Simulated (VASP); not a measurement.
Input of a VASP 6.6.1 run:

INCAR

```
SYSTEM = BiAu
PREC = Accurate
ENCUT = 520
EDIFF = 1E-6
ISMEAR = 0
SIGMA = 0.05
LREAL = .False.
LASPH = .True.
NELM = 80
ALGO = Fast
ISIF = 2
LWAVE = .False.
LCHARG = .False.
GGA = PE
NBANDS = 20
```

The input KPOINTS:

```
regular mesh
0
Gamma
  10 10 10
  0 0 0
```

File POSCAR:

```
BiAu
1.0
    0.0000000000      2.9697432856      2.9697432856
    2.9697432856      0.0000000000      2.9697432856
    2.9697432856      2.9697432856      0.0000000000
Au Bi
1 1
Direct
    0.5000000000      0.5000000000      0.5000000000
    0.0000000000      0.0000000000      0.0000000000
```

Potentials or basis: VASP PAW PBE potentials, release 64 (Au, Bi_d).

The run is started by

```bash
$ cat potpaw_PBE.64/Au/POTCAR potpaw_PBE.64/Bi_d/POTCAR > POTCAR
$ mpirun -np 1 vasp_std > vasp.out
```

(1) Estimate the band gap on the k mesh.

(2) What does it give for the pressure?

## Answers

(1) zero (band 13 reaches 10.21 eV, above the bottom of band 14 at 5.30 eV).

(2) 0.0 GPa.

Caveat: spin-orbit coupling is left out, which moves the levels of the heavy elements.
